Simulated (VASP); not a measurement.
The system is Fe.

```xyz
1
Lattice="-1.4333 1.4333 1.4333 1.4333 -1.4333 1.4333 1.4333 1.4333 -1.4333" Properties=species:S:1:pos:R:3 pbc="T T T"
Fe    0.0000    0.0000    0.0000
```

Program: VASP 6.6.1. Alike in all runs: task single point; spin collinear, ferromagnetic start; cell as given; k mesh 13 × 13 × 13; cutoff (eV) 520.

Order these runs on this cell by their pressure, lowest first.
A. level PBEsol; potentials or basis VASP PAW PBE potentials, release 64 (Fe); smearing fermi-dirac 0.05 eV
B. level PBE; potentials or basis VASP PAW PBE potentials, release 64 (Fe); smearing fermi-dirac 0.05 eV
C. level LDA; potentials or basis VASP PAW LDA potentials, release 64 (Fe); smearing fermi-dirac 0.05 eV
D. level PBEsol+D3(BJ); potentials or basis VASP PAW PBE potentials, release 64 (Fe); smearing methfessel-paxton 0.1 eV

C (-24.4 GPa), D (-20.0 GPa), A (-15.4 GPa), B (-6.9 GPa).

Caveats: the PAW data sets were made with another functional, which shifts forces and pressure a little (some runs); pairwise dispersion overbinds metals, which lowers pressure and volume (some runs).
